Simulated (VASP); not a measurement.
The system is In3Se.

```xyz
4
Lattice="4.7388 0.0000 0.0000 0.0000 4.7388 0.0000 0.0000 0.0000 4.7388" Properties=species:S:1:pos:R:3 pbc="T T T"
In    2.3694    2.3694    0.0000
In    2.3694    0.0000    2.3694
In    0.0000    2.3694    2.3694
Se    0.0000    0.0000    0.0000
```

This cell differs from its parent crystal: volume scaled by 0.96.

Base run:

```yaml
Program: VASP 6.6.1
Functional: LDA
Potentials_or_basis: VASP PAW LDA potentials, release 64 (In_d, Se)
Cutoff: 520 eV
k_mesh: 6 × 6 × 6
Occupations: fermi-dirac, width 0.05 eV
Spin: no spin polarisation
```

Its results: pressure -3.1 GPa.

The run is repeated on the same cell with these changes: functional from LDA to PBE; potentials or basis from VASP PAW LDA potentials, release 64 (In_d, Se) to VASP PAW PBE potentials, release 64 (In_d, Se). What comes out?

Pressure 1.2 GPa.
